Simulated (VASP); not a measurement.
# KTe6Br (P6/mmm) in VASP: notebook

KTe6Br is run at these levels: PBE; tasks: single point.

Everything below comes from runs of VASP 6.6.1. Logs are shortened: lines on timing, memory, paths and dates and some standing lists are left out, and cuts for length are marked.

## Step 1: The cell of the first run

It takes space group P6/mmm (No. 191, hexagonal). Conventional cell: a = 6.642 Å, b = 6.642 Å, c = 6.505 Å, α = 90.00°, β = 90.00°, γ = 120.00°. K (site symmetry 6/mmm) has 2 Br at 3.25 Å and 12 Te at 3.62 Å within 4.3 Å. Te (site symmetry 2mm) has 6 Te at 2.90 to 3.61 Å and 2 K at 3.62 Å and 2 Br at 3.78 Å within 3.8 Å. Within 4.3 Å of Br (site symmetry 6/mmm) lie 2 K at 3.25 Å and 12 Te at 3.78 Å.

The cell was generated, and may not be a known phase.

## Step 2: Single point, PBE

The input, INCAR:

```
SYSTEM = KTe6Br
PREC = Accurate
ENCUT = 520
EDIFF = 1E-7
ISMEAR = 0
SIGMA = 0.1
LREAL = .FALSE.
LASPH = .TRUE.
NELM = 60
ALGO = Normal
ISIF = 2
LWAVE = .FALSE.
LCHARG = .TRUE.
GGA = PE
LELF = .TRUE.
LVHAR = .TRUE.
NBANDS = 36
```

The input, KPOINTS:

```
Automatic mesh
0
G
  3 3 2
  0 0 0
```

The input, POSCAR:

```
KTe6Br
1.0
    6.6423065342     -0.0000000032      0.0000000000
   -3.3211532643      5.7524061999      0.0000000000
    0.0000000000      0.0000000000      6.5046731422
K Te Br
1 6 1
Direct
    0.0000000000      0.0000000000      0.5000000000
    0.5000000000      0.0000000000      0.7225723864
    0.0000000000      0.5000000000      0.7225723864
    0.5000000000      0.5000000000      0.7225723864
    0.0000000000      0.5000000000      0.2774276136
    0.5000000000      0.0000000000      0.2774276136
    0.5000000000      0.5000000000      0.2774276136
    0.0000000000      0.0000000000      0.0000000000
```

Potentials or basis: VASP PAW PBE potentials, release 64 (K_sv, Te, Br).

The run is started by

```sh
> cat potpaw_PBE.64/K_sv/POTCAR potpaw_PBE.64/Te/POTCAR potpaw_PBE.64/Br/POTCAR > POTCAR
> mpirun -np 1 vasp_std > vasp.out
```

OUTCAR:

```text
SYSTEM = KTe6Br
   PREC = Accurate
   ENCUT = 520
   EDIFF = 1E-7
   ISMEAR = 0
   LREAL = .FALSE.
   LASPH = .TRUE.
   NELM = 60
   ISIF = 2
   GGA = PE

 ion  position               nearest neighbor table
   1  0.000  0.000  0.500-   8 3.25   8 3.25   3 3.62   5 3.62   3 3.62   5 3.62   4 3.62   7 3.62
                             4 3.62   7 3.62   2 3.62   6 3.62   6 3.62   2 3.62
   2  0.500  0.000  0.723-   6 2.90   4 3.32   4 3.32   3 3.32   3 3.32   6 3.61   1 3.62   1 3.62

   3  0.000  0.500  0.723-   5 2.90   2 3.32   2 3.32   4 3.32   4 3.32   5 3.61   1 3.62   1 3.62

   4  0.500  0.500  0.723-   7 2.90   2 3.32   2 3.32   3 3.32   3 3.32   7 3.61   1 3.62   1 3.62

   5  0.000  0.500  0.277-   3 2.90   6 3.32   6 3.32   7 3.32   7 3.32   3 3.61   1 3.62   1 3.62

   6  0.500  0.000  0.277-   2 2.90   7 3.32   7 3.32   5 3.32   5 3.32   2 3.61   1 3.62   1 3.62

   7  0.500  0.500  0.277-   4 2.90   6 3.32   6 3.32   5 3.32   5 3.32   4 3.61   1 3.62   1 3.62

   8  0.000  0.000  0.000-   1 3.25   1 3.25

  LATTYP: Found a hexagonal cell.
 ALAT       =     6.6423065342
 C/A-ratio  =     0.9792792773

  Lattice vectors:

 A1 = (   6.6423065342,  -0.0000000032,   0.0000000000)
 A2 = (  -3.3211532643,   5.7524061999,   0.0000000000)
 A3 = (   0.0000000000,   0.0000000000,   6.5046731422)

Analysis of symmetry for initial positions (statically):
=====================================================================
 Subroutine PRICEL returns:
 Original cell was already a primitive cell.

 Routine SETGRP: Setting up the symmetry group for a
 hexagonal supercell.

 Subroutine GETGRP returns: Found 24 space group operations
 (whereof 24 operations were pure point group operations)
 out of a pool of 24 trial point group operations.

The static configuration has the point symmetry D_6h.

Analysis of symmetry for dynamics (positions and initial velocities):
=====================================================================
 Subroutine PRICEL returns:
 Original cell was already a primitive cell.

 Routine SETGRP: Setting up the symmetry group for a
 hexagonal supercell.

 Subroutine GETGRP returns: Found 24 space group operations
 (whereof 24 operations were pure point group operations)
 out of a pool of 24 trial point group operations.

The dynamic configuration has the point symmetry D_6h.

 Subroutine INISYM returns: Found 24 space group operations
 (whereof 24 operations are pure point group operations),
 and found     1 'primitive' translations

----------------------------------------------------------------------------------------

                                     Primitive cell

  volume of cell :     248.5387

  direct lattice vectors                    reciprocal lattice vectors
     6.642306534 -0.000000003  0.000000000     0.150550113  0.086920148  0.000000000
    -3.321153264  5.752406200  0.000000000     0.000000000  0.173840297  0.000000000
     0.000000000  0.000000000  6.504673142     0.000000000  0.000000000  0.153735626

  length of vectors
     6.642306534  6.642306534  6.504673142     0.173840297  0.173840297  0.153735626

  position of ions in fractional coordinates (direct lattice)
     0.000000000  0.000000000  0.500000000
     0.500000000  0.000000000  0.722572386
     0.000000000  0.500000000  0.722572386
     0.500000000  0.500000000  0.722572386
     0.000000000  0.500000000  0.277427614
     0.500000000  0.000000000  0.277427614
     0.500000000  0.500000000  0.277427614
     0.000000000  0.000000000  0.000000000

  ion indices of the primitive-cell ions
   primitive index   ion index
                 1           1
                 2           2
                 3           3
                 4           4
                 5           5
                 6           6
                 7           7
                 8           8

----------------------------------------------------------------------------------------

 KPOINTS: Automatic mesh

Automatic generation of k-mesh.
 Grid dimensions read from file:
 generate k-points for:    3    3    2

 Generating k-lattice:

  Cartesian coordinates                     Fractional coordinates (reciprocal lattice)
     0.050183371  0.028973383  0.000000000     0.333333333  0.000000000  0.000000000
     0.000000000  0.057946766  0.000000000     0.000000000  0.333333333  0.000000000
     0.000000000  0.000000000  0.076867813     0.000000000  0.000000000  0.500000000

  Length of vectors
     0.057946766  0.057946766  0.076867813

  Shift w.r.t. Gamma in fractional coordinates (k-lattice)
     0.000000000  0.000000000  0.000000000

 Subroutine IBZKPT returns following result:
 ===========================================

 Found      6 irreducible k-points:

 Following reciprocal coordinates:
            Coordinates               Weight
  0.000000  0.000000  0.000000      1.000000
  0.333333 -0.000000  0.000000      6.000000
  0.333333  0.333333  0.000000      2.000000
  0.000000  0.000000  0.500000      1.000000
  0.333333 -0.000000  0.500000      6.000000
  0.333333  0.333333  0.500000      2.000000
   k-points           NKPTS =      6   k-points in BZ     NKDIM =      6   number of bands    NBANDS=     36
   number of dos      NEDOS =    301   number of ions     NIONS =      8
   total plane-waves  NPLWV = 120000
   dimension x,y,z NGX =    50 NGY =   50 NGZ =   48
   dimension x,y,z NGXF=   100 NGYF=  100 NGZF=   96
   ions per type =               1   6   1
   NGX,Y,Z   is equivalent  to a cutoff of  12.51, 12.51, 12.27 a.u.
   NGXF,Y,Z  is equivalent  to a cutoff of  25.03, 25.03, 24.54 a.u.
 SYSTEM =  KTe6Br
   PREC   = accura    normal or accurate (medium, high low for compatibility)
   ISTART =      0    job   : 0-new  1-cont  2-samecut
   ICHARG =      2    charge: 1-file 2-atom 10-const
   ISPIN  =      1    spin polarized calculation?
   LNONCOLLINEAR =      F non collinear calculations
   LSORBIT =      F    spin-orbit coupling
   LASPH  =      T    aspherical Exc in radial PAW
   ENCUT  =  520.0 eV  38.22 Ry    6.18 a.u.  12.35 12.35 12.09*2*pi/ulx,y,z
   NELM   =     60;   NELMIN=  2; NELMDL= -5     # of ELM steps
   EDIFF  = 0.1E-06   stopping-criterion for ELM
   LREAL  =      F    real-space projection
   EDIFFG = 0.1E-05   stopping-criterion for IOM
   NSW    =      0    number of steps for IOM
   IBRION =     -1    ionic relax: 0-MD 1-quasi-New 2-CG
   NFREE  =      0    steps in history (QN), initial steepest desc. (CG)
   ISIF   =      2    stress and relaxation
   ISYM   =      2    0-nonsym 1-usesym 2-fastsym
   POTIM  = 0.5000    time-step for ionic-motion
   TEBEG  =    0.0;   TEEND  =   0.0 temperature during run
   PSTRESS=    0.0 pullay stress
   NELECT =      52.0000    total number of electrons
   NUPDOWN=      -1.0000    fix difference up-down
   EMIN   =  10.00;   EMAX   =-10.00  energy-range for DOS
   EFERMI =   0.00;   METHOD = LEGACY
   ISMEAR =     0;   SIGMA  =   0.10  broadening in eV -4-tet -1-fermi 0-gaus
   EFERMI_NEDOS =   21; number of points for ismear=-14 and -15
   IALGO  =     38    algorithm
   IMIX   =      4    mixing-type and parameters
     AMIX     =   0.40;   BMIX     =  1.00
     AMIX_MAG =   1.60;   BMIX_MAG =  1.00
  volume/ion in A,a.u.               =      31.07       209.65
  Fermi-wavevector in a.u.,A,eV,Ry     =   0.971877  1.836581 12.851313  0.944545
  Thomas-Fermi vector in A             =   2.102130
   LORBIT       =      0    0 simple, 1 ext, 2 COOP (PROOUT), +10 PAW based schemes
   GGA     = PE    functional components
   LHFCALC =     F    Hartree Fock is set to
   AEXX    =    0.0000 exact exchange contribution
   IVDW    =     0    specifies the selected vdW correction
   LEPSILON=     F    determine dielectric tensor
   LRPA    =     F    only Hartree local field effects (RPA)
 non-spin polarized calculation
 Gauss-broadening in eV      SIGMA  =   0.10
  energy-cutoff  :      520.00
  volume of cell :      248.54
 maximum number of plane-waves:      6733
 NGX is ok and might be reduce to    50
   NGX = 25   NGY = 25   NGZ = 25

 number of electron      52.0000008 magnetization

 Free energy of the ion-electron system (eV)
  ---------------------------------------------------
  ext. energy  EPLUGINS =         0.00000000
  ---------------------------------------------------
  free energy    TOTEN  =       -23.02455807 eV

  energy without entropy =      -23.00514255  energy(sigma->0) =      -23.01485031

 E-fermi :   5.2553     XC(G=0):  -9.2529

 val. band max:        5.1389242566   @ k =   0.3333  -0.0000   0.5000
 cond. band min:       5.3099003524   @ k =   0.3333  -0.0000   0.5000
 fundamental gap:      0.1709760959
 Fermi energy:         5.2553374021

 k-point     1 :       0.0000    0.0000    0.0000
  band No.  band energies     occupation
      1     -24.6004      2.00000
      2      -8.7147      2.00000
      3      -8.2036      2.00000
      4      -8.2036      2.00000
      5      -8.1306      2.00000
      6      -7.8285      2.00000
[... 28 lines left out ...]
     35      10.4509      0.00000
     36      10.4632      0.00000

 k-point     2 :       0.3333   -0.0000    0.0000
  band No.  band energies     occupation
      1     -24.6003      2.00000
      2      -8.6418      2.00000
      3      -8.3258      2.00000
      4      -8.2220      2.00000
      5      -8.1188      2.00000
      6      -7.4936      2.00000
[... 28 lines left out ...]
     35       9.8145      0.00000
     36      10.5829      0.00000

 k-point     3 :       0.3333    0.3333    0.0000
  band No.  band energies     occupation
      1     -24.6003      2.00000
      2      -8.6026      2.00000
      3      -8.3014      2.00000
      4      -8.3014      2.00000
      5      -8.1133      2.00000
      6      -7.0761      2.00000
[... 28 lines left out ...]
     35       9.6685      0.00000
     36      11.1264      0.00000

 k-point     4 :       0.0000    0.0000    0.5000
  band No.  band energies     occupation
      1     -24.6003      2.00000
      2      -8.8445      2.00000
      3      -8.2030      2.00000
      4      -8.2030      2.00000
      5      -7.8644      2.00000
      6      -7.7460      2.00000
[... 28 lines left out ...]
     35      10.3005      0.00000
     36      10.6553      0.00000

 k-point     5 :       0.3333   -0.0000    0.5000
  band No.  band energies     occupation
      1     -24.6003      2.00000
      2      -8.8133      2.00000
      3      -8.3107      2.00000
      4      -8.2197      2.00000
      5      -7.8636      2.00000
      6      -7.3219      2.00000
[... 28 lines left out ...]
     35      11.0081      0.00000
     36      11.1943      0.00000

 k-point     6 :       0.3333    0.3333    0.5000
  band No.  band energies     occupation
      1     -24.6002      2.00000
      2      -8.7980      2.00000
      3      -8.2856      2.00000
      4      -8.2856      2.00000
      5      -7.8632      2.00000
      6      -6.8422      2.00000
[... 28 lines left out ...]
     35      11.1908      0.00000
     36      11.5621      0.00000

------------------------ aborting loop because EDIFF is reached ----------------------------------------

  FORCE on cell =-STRESS in cart. coord.  units (eV):
  Direction    XX          YY          ZZ          XY          YZ          ZX
  --------------------------------------------------------------------------------------
  -------------------------------------------------------------------------------------
  Total        0.0972771      0.0972771     -0.0849003      0.0000000     -0.0000000      0.0000000
  in kB        0.6270864      0.6270864     -0.5473008      0.0000000     -0.0000000      0.0000000
  external PRESSURE =       0.2356240 kB  Pullay stress =       0.0000000 kB

 VOLUME and BASIS-vectors are now :
 -----------------------------------------------------------------------------
  energy-cutoff  :      520.00
  volume of cell :      248.54
      direct lattice vectors                 reciprocal lattice vectors
     6.642306534 -0.000000003  0.000000000     0.150550113  0.086920148  0.000000000
    -3.321153264  5.752406200  0.000000000     0.000000000  0.173840297  0.000000000
     0.000000000  0.000000000  6.504673142     0.000000000  0.000000000  0.153735626

 POSITION                                       TOTAL-FORCE (eV/Angst)
 -----------------------------------------------------------------------------------
      0.00000      0.00000      3.25234        -0.000000     -0.000000      0.000000
      3.32115     -0.00000      4.70010         0.000000     -0.000000     -0.025399
     -1.66058      2.87620      4.70010         0.000000     -0.000000     -0.025399
      1.66058      2.87620      4.70010        -0.000000     -0.000000     -0.025399
     -1.66058      2.87620      1.80458         0.000000      0.000000      0.025399
      3.32115     -0.00000      1.80458        -0.000000      0.000000      0.025399
      1.66058      2.87620      1.80458         0.000000      0.000000      0.025399
      0.00000      0.00000      0.00000        -0.000000     -0.000000      0.000000
 -----------------------------------------------------------------------------------
    total drift:                               -0.000000      0.000000     -0.000000

  FREE ENERGIE OF THE ION-ELECTRON SYSTEM (eV)
  ---------------------------------------------------
  free  energy   TOTEN  =       -23.0245580663 eV

  energy  without entropy=      -23.0051425486  energy(sigma->0) =      -23.01485031
```

Wall time 1.9 min (1 thread of Oxide Virtual Turin-like, shared host); peak memory 0.32 GiB.

Results:

```
Free energy            : -23.0246 eV
Pressure               : 0.0 GPa
Largest force          : 0.025 eV/Å
Band gap on the k mesh : zero (bands 26 and 27 overlap by 2.05 eV)
```

Forces in eV/Å, atoms in the order of the input:
```
K    0.000  0.000  0.000
Te   0.000  0.000 -0.025
Te   0.000  0.000 -0.025
Te   0.000  0.000 -0.025
Te   0.000  0.000  0.025
Te   0.000  0.000  0.025
Te   0.000  0.000  0.025
Br   0.000  0.000  0.000
```

Caveat: the k points lie up to 0.48 Å⁻¹ apart, too coarse for converged energies and pressures of a metal; spin-orbit coupling is left out, which moves the levels of the heavy elements.

## Step 3: Single point, PBE

This run uses another cell than the first one, of 36.09 Å³/atom.

The input, INCAR:

```
PREC = Accurate ; ENCUT = 520
EDIFF = 1E-6 ; ISMEAR = 0
SIGMA = 0.1 ; LREAL = F
LASPH = T ; NELM = 80
ALGO = Normal ; ISIF = 2
LWAVE = F ; LCHARG = F
GGA = PE ; NBANDS = 36
```

The input, KPOINTS:

```
regular mesh
0
Gamma
  3 3 2
```

The input, POSCAR:

```
KTe6Br
1.0
    5.9892469500      0.0000000000      0.0000000000
   -2.9946234700      5.1868400000      0.0000000000
    0.0000000000      0.0000000000      9.2928366300
K Te Br
1 6 1
Direct
    0.0000000000      0.0000000000      0.5000000000
    0.5000000000      0.0000000000      0.6639013900
    0.0000000000      0.5000000000      0.6639013900
    0.5000000000      0.5000000000      0.6639013900
    0.0000000000      0.5000000000      0.3360986100
    0.5000000000      0.0000000000      0.3360986100
    0.5000000000      0.5000000000      0.3360986100
    0.0000000000      0.0000000000      0.0000000000
```

Potentials or basis: VASP PAW PBE potentials, release 64 (K_sv, Te, Br).

The run is started by

```sh
> cat potpaw_PBE.64/K_sv/POTCAR potpaw_PBE.64/Te/POTCAR potpaw_PBE.64/Br/POTCAR > POTCAR
> mpirun -np 1 vasp_std > vasp.out
```

Run time: 3.7 min. Hardware: 1 thread of Oxide Virtual Turin-like, shared host; peak memory 0.36 GiB.

It converged, with:

* Free energy: -20.2443 eV
* Pressure: 6.1 GPa
* Largest force: 0.250 eV/Å
* Band gap on the k mesh: zero (bands 26 and 27 overlap by 1.93 eV)

Forces on the atoms (eV/Å):
```
K    0.000  0.000  0.000
Te   0.000  0.000  0.250
Te   0.000  0.000  0.250
Te   0.000  0.000  0.250
Te   0.000  0.000 -0.250
Te   0.000  0.000 -0.250
Te   0.000  0.000 -0.250
Br   0.000  0.000  0.000
```

Stress tensor (GPa, compression positive):
```
 9.63  0.00  0.00
 0.00  9.63  0.00
 0.00  0.00 -0.98
```

Levels at points of the mesh, in eV from the Fermi level:
| k point | band 23 | band 24 | band 25 | band 26 | band 27 | band 28 | band 29 | band 30 |
| --- | --- | --- | --- | --- | --- | --- | --- | --- |
| (0.00, 0.00, 0.00) | -0.61 | -0.51 | 1.31 | 1.31 | 1.69 | 2.10 | 2.69 | 2.73 |
| (0.00, 0.00, 0.50) | -0.58 | -0.58 | 1.23 | 1.23 | 1.69 | 2.40 | 2.73 | 2.75 |

Caveat: the k points lie up to 0.40 Å⁻¹ apart, too coarse for converged energies and pressures of a metal; spin-orbit coupling is left out, which moves the levels of the heavy elements.

(Part 1 of 2 ends here.)

The gap in the log of VASP goes by the Fermi energy; the results here count the filled bands.